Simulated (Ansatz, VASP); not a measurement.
# AlPt: VASP beside Ansatz

```xyz
8
Lattice="4.9263 0.0000 0.0000 0.0000 4.9263 0.0000 0.0000 0.0000 4.9263" Properties=species:S:1:pos:R:3 pbc="T T T"
Al    4.1569    4.1569    4.1569
Al    3.2325    0.7694    1.6937
Al    1.6937    3.2325    0.7694
Al    0.7694    1.6937    3.2325
Pt    0.7637    0.7637    0.7637
Pt    1.6994    4.1626    3.2268
Pt    3.2268    1.6994    4.1626
Pt    4.1626    3.2268    1.6994
```

Alike in both runs: functional r2SCAN; k mesh 8 × 8 × 8; occupations gaussian, width 0.1 eV; no spin polarisation.

Ansatz relaxed the structure, and its values are those at the end. VASP's run is a single point on that final structure, the one shown.

```csv
,VASP,Ansatz
version,VASP 6.6.1,Ansatz 0.2.0
potentials or method,"VASP PAW PBE potentials, release 64 (Al, Pt), cutoff 520 eV","scalar-relativistic, plane waves, PAW"
valence electrons in the cell,52,84
```

VASP gave:

- gap on the k mesh at the Fermi level (eV): none
- pressure (GPa): -5.7

Q: Estimate Ansatz's values.

A: gap on the k mesh at the Fermi level (eV): none; pressure (GPa): -5.6.

VASP's potentials were made for PBE, not for r2SCAN. A gap of «none» marks a metal or a gap that the smearing closes. The functional is the same, so the differences come from potentials, cutoffs and numerics. VASP's potentials hold 52 valence electrons a cell and Ansatz's 84, so a difference there can come from the potentials and not from the codes. Ansatz's warnings: stress scf threshold loose.

Spin-orbit coupling is off throughout.
